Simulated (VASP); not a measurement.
The system is AlN.

```
Al N
1.0
     3.03600    0.00000    0.00000
    -1.51800    2.62925    0.00000
     0.00000    0.00000    4.61560
Al N
2 2
Direct
  0.33333 0.66667 0.00173
  0.66667 0.33333 0.50173
  0.33333 0.66667 0.38327
  0.66667 0.33333 0.88327
```

* Program: VASP 6.6.1
* Task: relaxation of the atoms
* Functional: PBE
* Potentials or basis: VASP PAW PBE potentials, release 64 (Al, N)
* Cutoff: 520 eV
* k mesh: 9 × 9 × 6
* Occupations: gaussian, width 0.05 eV
* Spin: no spin polarisation

At the start: pressure 37.2 GPa; volume 9.21 Å³/atom.

**Question.** Where does the relaxation end?

**Answer.** Over 3 steps the energy falls by 22.3 meV/atom; space group P6_3mc (No. 186, to 0.1 Å) before and after.

Step by step:
```tsv
step	energy change (eV)	largest force (eV/Å)	pressure (GPa)
1	0.0000	1.3634	37.17
2	-0.0394	0.7545	34.69
3	-0.0891	0.0013	35.21
```

Final structure:
```
CELL_PARAMETERS angstrom
3.03600 0.00000 0.00000
-1.51800 2.62925 0.00000
0.00000 0.00000 4.61560
ATOMIC_POSITIONS crystal
Al 0.33333 0.66667 0.99411
Al 0.66667 0.33333 0.49411
N 0.33333 0.66667 0.39089
N 0.66667 0.33333 0.89089
```
